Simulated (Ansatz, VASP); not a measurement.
# MgZnO4 in VASP and in Ansatz

```
CELL_PARAMETERS angstrom
2.89175 0.00000 0.00000
0.00000 2.89175 0.00000
0.00000 0.00000 9.11515
ATOMIC_POSITIONS crystal
Mg 0.00000 0.00000 0.00000
Zn 0.50000 0.50000 0.50000
O 0.00000 0.00000 0.58811
O 0.50000 0.50000 0.08561
O 0.50000 0.50000 0.91439
O 0.00000 0.00000 0.41189
```

Change from the starting cell: species swapped into the PrDyC4 type (P4/mmm, No. 123).

Alike in both runs: functional PBE; k mesh 10 × 10 × 4; occupations gaussian, width 0.02 eV; no spin polarisation.

Ansatz relaxed the structure, and its values are those at the end. VASP's run is a single point on that final structure, the one shown.

|  | VASP | Ansatz |
| --- | --- | --- |
| version | VASP 6.6.1 | Ansatz 0.2.0 |
| potentials or method | VASP PAW PBE potentials, release 64 (Mg_sv, Zn, O), cutoff 750 eV | scalar-relativistic, plane waves, PAW |
| valence electrons in the cell | 46 | 46 |

```tsv
	VASP	Ansatz	Ansatz less VASP
gap on the k mesh at the Fermi level (eV)	0.89	0.90	+0.019
least direct gap on the mesh (eV)	1.15	1.17	+0.021
pressure (GPa)	0.4	0.0	-0.36
rms of the force components (eV/Å)	0.061	0.001	-0.0606
```

The functional is the same, so the differences come from potentials, cutoffs and numerics.
